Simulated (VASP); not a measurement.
A run of VASP 6.6.1:

Contents of POSCAR:

```
CuI
1.0
    3.6613896245      0.0000000000      0.0000000000
    0.0000000000      3.6613896245      0.0000000000
    0.0000000000      0.0000000000      3.6613896245
Cu I
1 1
Direct
    0.0000000000      0.0000000000      0.0000000000
    0.5000000000      0.5000000000      0.5000000000
```

File INCAR.step1:

```
PREC = Accurate
ENCUT = 520
ISMEAR = -1
SIGMA = 0.02
LREAL = False
LASPH = True
NELM = 80
NBANDS = 16
GGA = PE
ALGO = Normal
EDIFF = 1E-4
LWAVE = True
LCHARG = False
```

File INCAR.step2:

```
PREC = Accurate
ENCUT = 520
EDIFF = 1E-7
ISMEAR = -1
SIGMA = 0.02
LREAL = False
LASPH = True
NELM = 80
ALGO = Normal
ISIF = 2
LWAVE = False
LCHARG = False
METAGGA = R2SCAN
LMIXTAU = True
NBANDS = 16
ISTART = 1
```

KPOINTS

```
Automatic mesh
0
Gamma
  8 8 8
```

Potentials or basis: VASP PAW PBE potentials, release 64 (Cu, I).

Command:

```console
$ cat potpaw_PBE.64/Cu/POTCAR potpaw_PBE.64/I/POTCAR > POTCAR
$ cp INCAR.step1 INCAR
$ mpirun -np 1 vasp_std > vasp.out
$ cp INCAR.step2 INCAR
$ mpirun -np 1 vasp_std > vasp.out
```

Hardware: 1 thread of Intel(R) Xeon(R) Platinum 8259CL CPU @ 2.50GHz (Skylake/Cascade Lake), with other jobs on the host.

Problem. Estimate the wall time of this run.

Solution. Wall time 96 s on 1 thread of Intel(R) Xeon(R) Platinum 8259CL CPU @ 2.50GHz (Skylake/Cascade Lake), with other jobs on the host, peak memory 0.18 GiB. Counts: k points 35.
